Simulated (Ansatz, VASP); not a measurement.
# One calculation of HfO2, two programs

INCAR

```
ALGO = Normal
EDIFF = 1E-6
ENCUT = 520
GGA = PE
ISIF = 2
ISMEAR = 0
LASPH = True
LCHARG = False
LREAL = False
LWAVE = False
NBANDS = 31
NELM = 100
PREC = Accurate
SIGMA = 0.05
```

KPOINTS

```
k-points
0
Gamma
  6 6 4
```

The input POSCAR:

```
HfO2
1.0
    3.6043048131      0.0000000000      0.0000000000
    0.0000000000      3.6043048131      0.0000000000
    0.0000000000      0.0000000000      5.2639671549
Hf O
2 4
Direct
    0.4874791438      0.4591060072      0.4862106054
    0.0278851971     -0.0086707065      0.0030941890
   -0.0268032483      0.5372526604      0.6709456864
    0.5137482875     -0.0051381704      0.8202087221
    0.4941227921     -0.0094533260      0.3242009035
    0.0035678278      0.5269035352      0.1953398935
```

Input for Ansatz:

```yaml
crystal:
  lattice:
    - [3.6043048131, 0.0, 0.0]
    - [0.0, 3.6043048131, 0.0]
    - [0.0, 0.0, 5.2639671549]
  atoms:
    - { symbol: Hf, position: [0.4874791438, 0.4591060072, 0.4862106054] }
    - { symbol: Hf, position: [0.0278851971, -0.0086707065, 0.003094189] }
    - { symbol: O, position: [-0.0268032483, 0.5372526604, 0.6709456864] }
    - { symbol: O, position: [0.5137482875, -0.0051381704, 0.8202087221] }
    - { symbol: O, position: [0.4941227921, -0.009453326, 0.3242009035] }
    - { symbol: O, position: [0.0035678278, 0.5269035352, 0.1953398935] }
basis:
  ecutwfc: 420
kpoints:
  mp_grid: { grid: [6, 6, 4] }
hamiltonian:
  xc: pbe
scf:
  occupations: { method: gaussian, width: 0.05 }
output:
  forces: true
  stress: true
  eigenvalues: true
```

Change from the starting cell: all atoms moved at random (sigma 0.1 Å a component).

Alike in both runs: task single point; functional PBE; k mesh 6 × 6 × 4; occupations gaussian, width 0.05 eV; no spin polarisation.

```csv
,VASP,Ansatz
version,VASP 6.6.1,Ansatz 0.2.0
potentials or method,"VASP PAW PBE potentials, release 64 (Hf_pv, O), cutoff 520 eV","scalar-relativistic, plane waves, PAW"
valence electrons in the cell,44,76
```

Ansatz gave:

* gap on the k mesh at the Fermi level (eV): 4.60
* least direct gap on the mesh (eV): 4.74
* pressure (GPa): 7.1
* traceless stress, the component that is largest in VASP (GPa): -5.94
* rms of the force components (eV/Å): 1.259

Question: Which values does VASP return?

Answer: gap on the k mesh at the Fermi level (eV): 4.58; least direct gap on the mesh (eV): 4.71; pressure (GPa): 4.1; traceless stress, the component that is largest in VASP (GPa): -6.12; rms of the force components (eV/Å): 1.254.

Atom by atom the forces differ by 0.031 eV/Å (rms over components). The functional is the same, so the differences come from potentials, cutoffs and numerics. VASP's potentials hold 44 valence electrons a cell and Ansatz's 76, so a difference there can come from the potentials and not from the codes.

Spin-orbit coupling is off throughout.
